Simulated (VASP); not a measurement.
Here is a VASP 6.6.1 calculation.

The input INCAR:

```
SYSTEM = Li
PREC = Accurate ; ENCUT = 520
EDIFF = 1E-7 ; ISMEAR = 1
SIGMA = 0.25 ; LREAL = .FALSE.
LASPH = .TRUE. ; NELM = 60
ALGO = Normal ; ISIF = 2
LWAVE = .FALSE. ; LCHARG = .FALSE.
GGA = PS ; IVDW = 12
NBANDS = 10
```

KPOINTS

```
regular mesh
0
G
  8 8 4
  0 0 0
```

Contents of POSCAR:

```
Li
1.0
    3.1110000000      0.0000000000      0.0000000000
   -1.5555000000      2.6942100000      0.0000000000
    0.0000000000      0.0000000000      5.0930000000
Li
2
Direct
    0.3333333333      0.6666666667      0.2500000000
    0.6666666667      0.3333333333      0.7500000000
```

Potentials or basis: VASP PAW PBE potentials, release 64 (Li_sv).

Command:

```console
$ cat potpaw_PBE.64/Li_sv/POTCAR > POTCAR
$ mpirun -np 1 vasp_std > vasp.out
```

Q: Estimate the dispersion energy per atom.

A: -0.141 eV.

Q: Estimate the band gap on the k mesh.

A: Zero (band 3 reaches 2.09 eV, above the bottom of band 4 at -1.91 eV).

Caveat: three body term missing.
